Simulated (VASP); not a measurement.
Wanted: the native input for a VASP 6.6.1 run.

```
Task                   : single point
Functional             : PBE
Potentials or basis    : VASP PAW PBE potentials, release 64 (Fe, Ta_pv)
Cutoff                 : 520 eV
k mesh                 : 2 × 2 × 2, shifted
Occupations            : gaussian, width 0.1 eV
Spin                   : collinear spin, ferromagnetic start
Starting moments       : [4.0, 4.0, 4.0, 4.0, 4.0, 4.0, 4.0, 4.0, 4.0, 0.0, 0.0, 0.0, 0.0, 0.0, 0.0, 0.0] μB
Dipole correction      : no
Further INCAR settings : LREAL = Auto; ALGO = Normal; EDIFF = 1e-06; NBANDS = 92; ISYM = 0
```

The structure of Ta7Fe9 lies in POSCAR:

```
Ta7Fe9
1.0
    6.2078531832      0.0003747712      0.0007819050
    0.0003747712      6.0473124754      0.0355353444
    0.0007819050      0.0355353444      6.0453473517
Fe Ta
9 7
Direct
    0.0080048681      0.9969161466      0.0030930165
    0.4933604371      0.9969146672      0.0028259476
    0.2507595715      0.2433624676      0.2409114920
    0.7508301232      0.2491935585      0.2482090080
    0.2506941790      0.7570382603      0.2427467066
    0.2504965763      0.2462798035      0.7537919374
    0.7507670734      0.7570565111      0.2425561520
    0.2507231732      0.7591585880      0.7568438630
    0.7507920953      0.7513894915      0.7506362962
    0.0050144005      0.5108560431      1.0035494655
    0.0049974882     -0.0037861622      0.4890210166
    0.4965281078      0.5108327577      0.0035618042
    0.4964982747     -0.0037613816      0.4890147079
    1.0028974469      0.5013446888      0.4985039351
    0.4984777090      0.5013065292      0.4986062603
    0.7507711026      0.2340919252      0.7658323351
```

The input as run:

INCAR

```
SYSTEM = Ta7Fe9
PREC = Accurate ; ENCUT = 520
EDIFF = 1E-6 ; ISMEAR = 0
SIGMA = 0.1 ; LREAL = Auto
LASPH = .TRUE. ; NELM = 150
ALGO = Normal ; ISIF = 2
LWAVE = .FALSE. ; LCHARG = .FALSE.
ISPIN = 2 ; MAGMOM = 4 4 4 4 4 4 4 4 4 0 0 0 0 0 0 0
LORBIT = 11 ; LMAXMIX = 4
GGA = PE ; ISYM = 0
NBANDS = 92
```

KPOINTS

```
Automatic mesh
0
Gamma
  2 2 2
  0.5 0.5 0.5
```

Potentials or basis: VASP PAW PBE potentials, release 64 (Fe, Ta_pv).

The run is started by

```bash
$ cat potpaw_PBE.64/Fe/POTCAR potpaw_PBE.64/Ta_pv/POTCAR > POTCAR
$ mpirun -np 1 vasp_std > vasp.out
```

It gave:

```yaml
Pressure: -0.2 GPa
Largest_force: 0.034 eV/Å
Net_moment: 11.04 μB per cell
Site_moments: Fe +2.54, +1.21, +1.22, +1.28, +1.11 (each value once); Ta -0.29, -0.18, -0.13 (each value once) μB
Valence_electrons_inside_the_program's_atomic_spheres: Fe 7.07, 7.33, 7.30, 7.39, 7.27 (each value once); Ta 8.91, 8.89, 9.16 (each value once)
```

Caveat: the k points lie up to 0.52 Å⁻¹ apart.

Run time: 12 min on 1 thread of Intel(R) Xeon(R) Platinum 8488C (Sapphire Rapids), with other jobs on the host, peak memory 0.47 GiB.
